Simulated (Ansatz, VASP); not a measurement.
# AlP: VASP beside Ansatz

```
CELL_PARAMETERS angstrom
3.89428 0.00000 0.00000
0.00000 5.50734 0.00000
0.00000 0.00000 3.89428
ATOMIC_POSITIONS crystal
Al 0.00000 0.00000 0.00000
Al 0.50000 0.50000 0.50000
P 0.00000 0.25000 0.50000
P 0.50000 0.75000 0.00000
```

Alike in both runs: task single point; functional PBE; k mesh 6 × 4 × 6; occupations gaussian, width 0.1 eV; no spin polarisation.

|  | VASP | Ansatz |
| --- | --- | --- |
| version | VASP 6.6.1 | Ansatz 0.2.0 |
| potentials or method | VASP PAW PBE potentials, release 64 (Al, P), cutoff 500 eV | scalar-relativistic, plane waves, PAW |
| valence electrons in the cell | 16 | 16 |

```tsv
	VASP	Ansatz	Ansatz less VASP
gap on the k mesh at the Fermi level (eV)	1.63	1.63	+0.002
least direct gap on the mesh (eV)	1.63	1.63	+0.002
```

The functional is the same, so the differences come from potentials, cutoffs and numerics.
